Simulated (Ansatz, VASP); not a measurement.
**One calculation of Be3SeO2, two programs**

```
Be Se O
1.0
     2.41149    0.00000    0.00000
     0.00000    2.41149    0.00000
     0.00000    0.00000   17.15655
Be Se O
3 1 2
Cartesian
  0.0000 0.0000 12.6588
  0.0000 0.0000 4.4977
  0.0000 0.0000 8.5783
  1.2057 1.2057 0.0000
  1.2057 1.2057 4.5014
  1.2057 1.2057 12.6552
```

Change from the starting cell: species swapped into the Li3Tl2Cd type (P4/mmm, No. 123).

Alike in both runs: functional PBE; k mesh 16 × 16 × 4; occupations gaussian, width 0.1 eV; no spin polarisation.

Ansatz relaxed the structure, and its values are those at the end. VASP's run is a single point on that final structure, the one shown.

|  | VASP | Ansatz |
| --- | --- | --- |
| version | VASP 6.6.1 | Ansatz 0.2.0 |
| potentials or method | VASP PAW PBE potentials, release 64 (Be, Se, O), cutoff 520 eV | scalar-relativistic, plane waves, PAW |
| valence electrons in the cell | 24 | 34 |

```tsv
	VASP	Ansatz	Ansatz less VASP
gap on the k mesh at the Fermi level (eV)	none	none	-
pressure (GPa)	0.2	0.0	-0.16
```

A gap of «none» marks a metal or a gap that the smearing closes. With one functional, cell and mesh, what is left measures potentials, basis and numerics. VASP's potentials hold 24 valence electrons a cell and Ansatz's 34, so a difference there can come from the potentials and not from the codes.
